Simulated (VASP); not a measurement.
Input of a VASP 6.6.1 run:

File INCAR:

```
SYSTEM = HfN
PREC = Accurate
ENCUT = 600
EDIFF = 1E-6
ISMEAR = 1
SIGMA = 0.1
LREAL = .False.
LASPH = .True.
NELM = 120
ALGO = Normal
ISIF = 2
LWAVE = .False.
LCHARG = .True.
GGA = PS
LELF = .True.
LVHAR = .True.
NBANDS = 14
GGA_COMPAT = .False.
```

KPOINTS

```
Automatic mesh
0
Gamma
  8 8 8
  0 0 0
```

POSCAR

```
HfN
1.0
    0.0000000000      2.4629776147      2.4629776147
    2.4629776147      0.0000000000      2.4629776147
    2.4629776147      2.4629776147      0.0000000000
Hf N
1 1
Direct
    0.0000000000      0.0000000000      0.0000000000
    0.7500000000      0.7500000000      0.7500000000
```

Potentials or basis: VASP PAW PBE potentials, release 64 (Hf_pv, N).

The run is started by

```console
$ cat potpaw_PBE.64/Hf_pv/POTCAR potpaw_PBE.64/N/POTCAR > POTCAR
$ mpirun -np 1 vasp_std > vasp.out
```

Question: Estimate the pressure.

Answer: -8.0 GPa.

Caveat: the PAW data sets were made with another functional, which shifts forces and pressure a little.
